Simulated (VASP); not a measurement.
Write the native input for VASP 6.6.1 that does the following.

```
Task                   : single point
Functional             : PBE
Potentials or basis    : VASP PAW PBE potentials, release 64 (Co, Al)
Cutoff                 : 520 eV
k mesh                 : 15 × 15 × 15
Occupations            : fermi-dirac, width 0.08 eV
Spin                   : no spin polarisation
Dipole correction      : no
Further INCAR settings : ALGO = Normal; EDIFF = 1e-07; NBANDS = 13
```

The structure of AlCo (rocksalt type) lies in POSCAR:

```
AlCo
1.0
    0.0000000000      2.2046189108      2.2046189108
    2.2046189108      0.0000000000      2.2046189108
    2.2046189108      2.2046189108      0.0000000000
Co Al
1 1
Direct
    0.0000000000      0.0000000000      0.0000000000
    0.5000000000      0.5000000000      0.5000000000
```

This cell differs from its parent crystal: volume scaled by 0.78, to set the pressure.

These files were run (other wordings do the same):

INCAR

```
PREC = Accurate
ENCUT = 520
EDIFF = 1E-7
ISMEAR = -1
SIGMA = 0.08
LREAL = False
LASPH = True
NELM = 80
ALGO = Normal
ISIF = 2
LWAVE = False
LCHARG = False
GGA = PE
NBANDS = 13
```

KPOINTS

```
regular mesh
0
Gamma
  15 15 15
```

Potentials or basis: VASP PAW PBE potentials, release 64 (Co, Al).

Run with:

```sh
$ cat potpaw_PBE.64/Co/POTCAR potpaw_PBE.64/Al/POTCAR > POTCAR
$ mpirun -np 1 vasp_std > vasp.out
```

It gave:

| Item | Value |
| --- | --- |
| Pressure | 50.0 GPa |
| Band gap on the k mesh | zero (band 6 reaches 11.78 eV, above the bottom of band 7 at 11.66 eV) |

Caveat: the cell differs from its parent crystal (volume scaled by 0.78, to set the pressure).

Wall time 41 s on 1 thread of Intel Xeon 8259CL, on a shared host, peak memory 0.16 GiB.
